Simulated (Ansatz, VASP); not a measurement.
KTaO3: VASP beside Ansatz

The input INCAR:

```
PREC = Accurate ; ENCUT = 520
EDIFF = 1E-7 ; ISMEAR = 0
SIGMA = 0.05 ; LREAL = False
LASPH = True ; NELM = 60
ALGO = Normal ; ISIF = 2
LWAVE = False ; LCHARG = False
GGA = PE ; NBANDS = 27
```

Contents of KPOINTS:

```
regular mesh
0
Gamma
  8 8 8
```

POSCAR

```
KTaO3
1.0
    3.7431111446      0.0000000000      0.0000000000
    0.0000000000      4.2128112205      0.0000000000
    0.0000000000      0.0000000000      4.0248506931
K Ta O
1 1 3
Direct
    0.5000000000      0.5000000000      0.5000000000
    0.0000000000      0.0000000000      0.0000000000
    0.5000000000      0.0000000000      0.0000000000
    0.0000000000      0.5000000000      0.0000000000
    0.0000000000      0.0000000000      0.5000000000
```

Input for Ansatz:

```yaml
crystal:
  lattice:
    - [3.7431111446, 0.0, 0.0]
    - [0.0, 4.2128112205, 0.0]
    - [0.0, 0.0, 4.0248506931]
  atoms:
    - { symbol: K, position: [0.5, 0.5, 0.5] }
    - { symbol: Ta, position: [0.0, 0.0, 0.0] }
    - { symbol: O, position: [0.5, 0.0, 0.0] }
    - { symbol: O, position: [0.0, 0.5, 0.0] }
    - { symbol: O, position: [0.0, 0.0, 0.5] }
basis:
  ecutwfc: 520.0
kpoints:
  mp_grid: { grid: [8, 8, 8] }
hamiltonian:
  xc: pbe
scf:
  occupations: { method: gaussian, width: 0.05 }
output:
  forces: true
  stress: true
  eigenvalues: true
```

Change from the starting cell: normal strain along x -0.0700, normal strain along y +0.0467.

Alike in both runs: task single point; functional PBE; k mesh 8 × 8 × 8; occupations gaussian, width 0.05 eV; no spin polarisation.

|  | VASP | Ansatz |
| --- | --- | --- |
| version | VASP 6.6.1 | Ansatz 0.2.0 |
| potentials or method | VASP PAW PBE potentials, release 64 (K_sv, Ta_pv, O), cutoff 520 eV | scalar-relativistic, plane waves, PAW |
| valence electrons in the cell | 38 | 40 |

```tsv
	VASP	Ansatz	Ansatz less VASP
gap on the k mesh at the Fermi level (eV)	1.97	2.02	+0.044
least direct gap on the mesh (eV)	2.46	2.50	+0.042
pressure (GPa)	10.3	9.5	-0.77
traceless stress, the component that is largest in VASP (GPa)	28.04	27.56	-0.482
```

VASP's potentials hold 38 valence electrons a cell and Ansatz's 40, so a difference there can come from the potentials and not from the codes.

Neither program's run includes spin-orbit coupling.
